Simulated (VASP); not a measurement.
# TePb (rocksalt type) (Fm-3m) in VASP: single point with PBEsol

Aim: the single point of TePb (rocksalt type) with PBEsol.

Everything below comes from runs of VASP 6.6.1. Logs are shortened: lines on timing, memory, paths and dates and some standing lists are left out, and cuts for length are marked.

**1. The cell of the first run**

It takes space group Fm-3m (No. 225, cubic). The conventional cell has a = 5.666 Å, b = 5.666 Å, c = 5.666 Å, α = 90.00°, β = 90.00°, γ = 90.00°. Pb (site symmetry m-3m) has 6 Te at 2.83 Å within 3.7 Å. Within 3.7 Å of Te (site symmetry m-3m) lie 6 Pb at 2.83 Å.

**2. Single point, PBEsol (volume scaled by 0.68)**

File INCAR:

```
  ALGO = Normal
  EDIFF = 1E-6
  ENCUT = 520
  GGA = PS
  ISIF = 2
  ISMEAR = -1
  LASPH = True
  LCHARG = False
  LREAL = False
  LWAVE = False
  NBANDS = 17
  NELM = 80
  PREC = Accurate
  SIGMA = 0.05
```

File KPOINTS:

```
k-points
0
Gamma
  12 12 12
```

File POSCAR:

```
TePb
1.0
    0.0000000000      2.8329860027      2.8329860027
    2.8329860027      0.0000000000      2.8329860027
    2.8329860027      2.8329860027      0.0000000000
Pb Te
1 1
Direct
    0.0000000000      0.0000000000      0.0000000000
    0.5000000000      0.5000000000      0.5000000000
```

Potentials or basis: VASP PAW PBE potentials, release 64 (Pb_d, Te).

Started as:

```sh
cat potpaw_PBE.64/Pb_d/POTCAR potpaw_PBE.64/Te/POTCAR > POTCAR
mpirun -np 1 vasp_std > vasp.out
```

OUTCAR:

```text
EDIFF = 1E-6
   ENCUT = 520
   GGA = PS
   ISIF = 2
   ISMEAR = -1
   LASPH = True
   LREAL = False
   NELM = 80
   PREC = Accurate

 ion  position               nearest neighbor table
   1  0.000  0.000  0.000-   2 2.83   2 2.83   2 2.83   2 2.83   2 2.83   2 2.83
   2  0.500  0.500  0.500-   1 2.83   1 2.83   1 2.83   1 2.83   1 2.83   1 2.83

  LATTYP: Found a face centered cubic cell.
 ALAT       =     5.6659720054

  Lattice vectors:

 A1 = (   0.0000000000,   2.8329860027,   2.8329860027)
 A2 = (   2.8329860027,   0.0000000000,   2.8329860027)
 A3 = (   2.8329860027,   2.8329860027,   0.0000000000)

Analysis of symmetry for initial positions (statically):
=====================================================================
 Subroutine PRICEL returns:
 Original cell was already a primitive cell.

 Routine SETGRP: Setting up the symmetry group for a
 face centered cubic supercell.

 Subroutine GETGRP returns: Found 48 space group operations
 (whereof 48 operations were pure point group operations)
 out of a pool of 48 trial point group operations.

The static configuration has the point symmetry O_h .

Analysis of symmetry for dynamics (positions and initial velocities):
=====================================================================
 Subroutine PRICEL returns:
 Original cell was already a primitive cell.

 Routine SETGRP: Setting up the symmetry group for a
 face centered cubic supercell.

 Subroutine GETGRP returns: Found 48 space group operations
 (whereof 48 operations were pure point group operations)
 out of a pool of 48 trial point group operations.

The dynamic configuration has the point symmetry O_h .

 Subroutine INISYM returns: Found 48 space group operations
 (whereof 48 operations are pure point group operations),
 and found     1 'primitive' translations

----------------------------------------------------------------------------------------

                                     Primitive cell

  volume of cell :      45.4740

  direct lattice vectors                    reciprocal lattice vectors
     0.000000000  2.832986003  2.832986003    -0.176492224  0.176492224  0.176492224
     2.832986003  0.000000000  2.832986003     0.176492224 -0.176492224  0.176492224
     2.832986003  2.832986003  0.000000000     0.176492224  0.176492224 -0.176492224

  length of vectors
     4.006447227  4.006447227  4.006447227     0.305693499  0.305693499  0.305693499

  position of ions in fractional coordinates (direct lattice)
     0.000000000  0.000000000  0.000000000
     0.500000000  0.500000000  0.500000000

  ion indices of the primitive-cell ions
   primitive index   ion index
                 1           1
                 2           2

----------------------------------------------------------------------------------------

 KPOINTS: k-points

Automatic generation of k-mesh.
 Grid dimensions read from file:
 generate k-points for:   12   12   12

 Generating k-lattice:

  Cartesian coordinates                     Fractional coordinates (reciprocal lattice)
    -0.014707685  0.014707685  0.014707685     0.083333333  0.000000000  0.000000000
     0.014707685 -0.014707685  0.014707685     0.000000000  0.083333333  0.000000000
     0.014707685  0.014707685 -0.014707685     0.000000000  0.000000000  0.083333333

  Length of vectors
     0.025474458  0.025474458  0.025474458

  Shift w.r.t. Gamma in fractional coordinates (k-lattice)
     0.000000000  0.000000000  0.000000000

 Subroutine IBZKPT returns following result:
 ===========================================

 Found     72 irreducible k-points:

 Following reciprocal coordinates:
            Coordinates               Weight
  0.000000  0.000000  0.000000      1.000000
  0.083333  0.000000  0.000000      8.000000
  0.166667  0.000000  0.000000      8.000000
  0.250000  0.000000  0.000000      8.000000
  0.333333  0.000000  0.000000      8.000000
  0.416667  0.000000  0.000000      8.000000
[... 16 lines left out ...]
  0.500000  0.166667  0.000000     24.000000
 -0.416667  0.166667  0.000000     24.000000
 [... further k-points ...]
   k-points           NKPTS =     72   k-points in BZ     NKDIM =     72   number of bands    NBANDS=     17
   number of dos      NEDOS =    301   number of ions     NIONS =      2
   total plane-waves  NPLWV =  27000
   dimension x,y,z NGX =    30 NGY =   30 NGZ =   30
   dimension x,y,z NGXF=    60 NGYF=   60 NGZF=   60
   ions per type =               1   1
   NGX,Y,Z   is equivalent  to a cutoff of  12.45, 12.45, 12.45 a.u.
   NGXF,Y,Z  is equivalent  to a cutoff of  24.90, 24.90, 24.90 a.u.
 SYSTEM =  unknown system
   PREC   = accura    normal or accurate (medium, high low for compatibility)
   ISTART =      0    job   : 0-new  1-cont  2-samecut
   ICHARG =      2    charge: 1-file 2-atom 10-const
   ISPIN  =      1    spin polarized calculation?
   LNONCOLLINEAR =      F non collinear calculations
   LSORBIT =      F    spin-orbit coupling
   LASPH  =      T    aspherical Exc in radial PAW
   ENCUT  =  520.0 eV  38.22 Ry    6.18 a.u.   7.45  7.45  7.45*2*pi/ulx,y,z
   NELM   =     80;   NELMIN=  2; NELMDL= -5     # of ELM steps
   EDIFF  = 0.1E-05   stopping-criterion for ELM
   LREAL  =      F    real-space projection
   EDIFFG = 0.1E-04   stopping-criterion for IOM
   NSW    =      0    number of steps for IOM
   IBRION =     -1    ionic relax: 0-MD 1-quasi-New 2-CG
   NFREE  =      0    steps in history (QN), initial steepest desc. (CG)
   ISIF   =      2    stress and relaxation
   ISYM   =      2    0-nonsym 1-usesym 2-fastsym
   POTIM  = 0.5000    time-step for ionic-motion
   TEBEG  =    0.0;   TEEND  =   0.0 temperature during run
   PSTRESS=    0.0 pullay stress
   NELECT =      20.0000    total number of electrons
   NUPDOWN=      -1.0000    fix difference up-down
   EMIN   =  10.00;   EMAX   =-10.00  energy-range for DOS
   EFERMI =   0.00;   METHOD = LEGACY
   ISMEAR =    -1;   SIGMA  =   0.05  broadening in eV -4-tet -1-fermi 0-gaus
   EFERMI_NEDOS =   21; number of points for ismear=-14 and -15
   IALGO  =     38    algorithm
   IMIX   =      4    mixing-type and parameters
     AMIX     =   0.40;   BMIX     =  1.00
     AMIX_MAG =   1.60;   BMIX_MAG =  1.00
  volume/ion in A,a.u.               =      22.74       153.44
  Fermi-wavevector in a.u.,A,eV,Ry     =   1.244984  2.352678 21.088825  1.549985
  Thomas-Fermi vector in A             =   2.379226
   LORBIT       =      0    0 simple, 1 ext, 2 COOP (PROOUT), +10 PAW based schemes
   GGA     = PS    functional components
   LHFCALC =     F    Hartree Fock is set to
   AEXX    =    0.0000 exact exchange contribution
   IVDW    =     0    specifies the selected vdW correction
   LEPSILON=     F    determine dielectric tensor
   LRPA    =     F    only Hartree local field effects (RPA)
 non-spin polarized calculation
  energy-cutoff  :      520.00
  volume of cell :       45.47
 maximum number of plane-waves:      1245
 NGX is ok and might be reduce to    30
   NGX = 15   NGY = 15   NGZ = 15

 number of electron      20.0000005 magnetization

 Free energy of the ion-electron system (eV)
  ---------------------------------------------------
  ext. energy  EPLUGINS =         0.00000000
  ---------------------------------------------------
  free energy    TOTEN  =        -6.32237569 eV

  energy without entropy =       -6.32019965  energy(sigma->0) =       -6.32128767

 E-fermi :  11.6738     XC(G=0): -11.3485

 val. band max:       11.6098862659   @ k =   0.5000   0.0000   0.0000
 cond. band min:      11.6900262414   @ k =  -0.1667   0.1667   0.0000
 fundamental gap:      0.0801399755
 Fermi energy:        11.6737614862

 k-point     1 :       0.0000    0.0000    0.0000
  band No.  band energies     occupation
      1      -6.2396      2.00000
      2      -6.2396      2.00000
      3      -6.1836      2.00000
      4      -6.1836      2.00000
      5      -6.1836      2.00000
      6      -4.5434      2.00000
[... 9 lines left out ...]
     16      16.4092      0.00000
     17      16.9179      0.00000

 k-point     2 :       0.0833    0.0000    0.0000
  band No.  band energies     occupation
      1      -6.2451      2.00000
      2      -6.2451      2.00000
      3      -6.1842      2.00000
      4      -6.1795      2.00000
      5      -6.1795      2.00000
      6      -4.4461      2.00000
[... 9 lines left out ...]
     16      16.6277      0.00000
     17      18.0689      0.00000

 k-point     3 :       0.1667    0.0000    0.0000
  band No.  band energies     occupation
      1      -6.2619      2.00000
      2      -6.2619      2.00000
      3      -6.1864      2.00000
      4      -6.1662      2.00000
      5      -6.1662      2.00000
      6      -4.1550      2.00000
[... 9 lines left out ...]
     16      17.0990      0.00000
     17      19.8342      0.00000

 k-point     4 :       0.2500    0.0000    0.0000
  band No.  band energies     occupation
      1      -6.2865      2.00000
      2      -6.2865      2.00000
      3      -6.1909      2.00000
      4      -6.1462      2.00000
      5      -6.1462      2.00000
      6      -3.6751      2.00000
[... 9 lines left out ...]
     16      17.8229      0.00000
     17      21.9105      0.00000

 k-point     5 :       0.3333    0.0000    0.0000
  band No.  band energies     occupation
      1      -6.3115      2.00000
      2      -6.3115      2.00000
      3      -6.1967      2.00000
      4      -6.1255      2.00000
      5      -6.1255      2.00000
      6      -3.0254      2.00000
[... 9 lines left out ...]
     16      18.7774      0.00000
     17      24.1876      0.00000

 k-point     6 :       0.4167    0.0000    0.0000
  band No.  band energies     occupation
      1      -6.3300      2.00000
      2      -6.3300      2.00000
      3      -6.2014      2.00000
      4      -6.1100      2.00000
      5      -6.1100      2.00000
      6      -2.2761      2.00000
[... 9 lines left out ...]
     16      19.8786      0.00000
     17      23.5232      0.00000

 k-point     7 :       0.5000    0.0000    0.0000
  band No.  band energies     occupation
      1      -6.3367      2.00000
      2      -6.3367      2.00000
      3      -6.2032      2.00000
      4      -6.1043      2.00000
      5      -6.1043      2.00000
      6      -1.8050      2.00000
[... 9 lines left out ...]
     16      20.6213      0.00000
     17      22.1422      0.00000

 k-point     8 :       0.0833    0.0833    0.0000
  band No.  band energies     occupation
      1      -6.2585      2.00000
      2      -6.2362      2.00000
      3      -6.1875      2.00000
      4      -6.1768      2.00000
      5      -6.1768      2.00000
      6      -4.4119      2.00000
[... 9 lines left out ...]
     16      17.1360      0.00000
     17      18.1036      0.00000
[... 203 lines left out ...]
      1      -6.3229      2.00000
      2      -6.2269      2.00000
      3      -6.1979      2.00000
      4      -6.1570      2.00000
      5      -6.1570      2.00000
      6      -4.0026      2.00000
[... 9 lines left out ...]
     16      18.4618      0.00000
     17      19.7540      0.00000

 k-point    20 :       0.2500    0.1667    0.0000
  band No.  band energies     occupation
      1      -6.3664      2.00000
      2      -6.2307      2.00000
      3      -6.2019      2.00000
      4      -6.1449      2.00000
      5      -6.1394      2.00000
      6      -3.6302      2.00000
[... 9 lines left out ...]
     16      19.1044      0.00000
     17      20.9309      0.00000

 k-point    21 :       0.3333    0.1667    0.0000
  band No.  band energies     occupation
      1      -6.4013      2.00000
      2      -6.2493      2.00000
      3      -6.2004      2.00000
      4      -6.1354      2.00000
      5      -6.1179      2.00000
      6      -3.0787      2.00000
[... 9 lines left out ...]
     16      19.8915      0.00000
     17      22.3118      0.00000

 k-point    22 :       0.4167    0.1667    0.0000
  band No.  band energies     occupation
      1      -6.4203      2.00000
      2      -6.2744      2.00000
      3      -6.1952      2.00000
      4      -6.1289      2.00000
      5      -6.1017      2.00000
      6      -2.3811      2.00000
[... 9 lines left out ...]
     16      20.8235      0.00000
     17      22.7770      0.00000

 k-point    23 :       0.5000    0.1667    0.0000
  band No.  band energies     occupation
      1      -6.4204      2.00000
      2      -6.2986      2.00000
      3      -6.1887      2.00000
      4      -6.1251      2.00000
      5      -6.0959      2.00000
      6      -1.6580      2.00000
[... 9 lines left out ...]
     16      21.1678      0.00000
     17      22.2391      0.00000

 k-point    24 :      -0.4167    0.1667    0.0000
  band No.  band energies     occupation
      1      -6.4023      2.00000
      2      -6.3158      2.00000
      3      -6.1832      2.00000
      4      -6.1247      2.00000
      5      -6.1016      2.00000
      6      -1.4942      2.00000
[... 9 lines left out ...]
     16      19.8723      0.00000
     17      23.3937      0.00000

 [... further k-points ...]

------------------------ aborting loop because EDIFF is reached ----------------------------------------

  FORCE on cell =-STRESS in cart. coord.  units (eV):
  Direction    XX          YY          ZZ          XY          YZ          ZX
  --------------------------------------------------------------------------------------
  -------------------------------------------------------------------------------------
  Total       11.6719673     11.6719673     11.6719673      0.0000000      0.0000000      0.0000000
  in kB      411.2362226    411.2362226    411.2362226      0.0000000      0.0000000      0.0000000
  external PRESSURE =     411.2362226 kB  Pullay stress =       0.0000000 kB

 VOLUME and BASIS-vectors are now :
 -----------------------------------------------------------------------------
  energy-cutoff  :      520.00
  volume of cell :       45.47
      direct lattice vectors                 reciprocal lattice vectors
     0.000000000  2.832986003  2.832986003    -0.176492224  0.176492224  0.176492224
     2.832986003  0.000000000  2.832986003     0.176492224 -0.176492224  0.176492224
     2.832986003  2.832986003  0.000000000     0.176492224  0.176492224 -0.176492224

 POSITION                                       TOTAL-FORCE (eV/Angst)
 -----------------------------------------------------------------------------------
      0.00000      0.00000      0.00000         0.000000     -0.000000      0.000000
      2.83299      2.83299      2.83299        -0.000000      0.000000     -0.000000
 -----------------------------------------------------------------------------------
    total drift:                               -0.000000      0.000000      0.000000

  FREE ENERGIE OF THE ION-ELECTRON SYSTEM (eV)
  ---------------------------------------------------
  free  energy   TOTEN  =        -6.3223756927 eV

  energy  without entropy=       -6.3201996500  energy(sigma->0) =       -6.32128767
```

Wall time 20 s (1 thread of Intel Xeon 6975P-C (Granite Rapids), shared host); peak memory 0.2 GiB.

Results:

* Free energy: -6.3224 eV
* Pressure: 41.1 GPa
* Band gap on the k mesh: zero (band 10 reaches 11.69 eV, above the bottom of band 11 at 11.61 eV)

Levels at points of the mesh, in eV from the Fermi level:
| k point | band 8 | band 9 | band 10 | band 11 | band 12 | band 13 |
| --- | --- | --- | --- | --- | --- | --- |
| (0.00, 0.00, 0.00) | -3.09 | -3.09 | -3.09 | 4.29 | 4.29 | 4.29 |
| (0.50, 0.00, 0.00) | -2.14 | -2.14 | -0.29 | -0.06 | -0.06 | 0.36 |
| (0.50, 0.50, 0.00) | -8.13 | -5.55 | -5.55 | 1.24 | 7.00 | 7.00 |

Caveat: the PAW data sets were made with another functional, which shifts forces and pressure a little; spin-orbit coupling is left out, which moves the levels of the heavy elements.
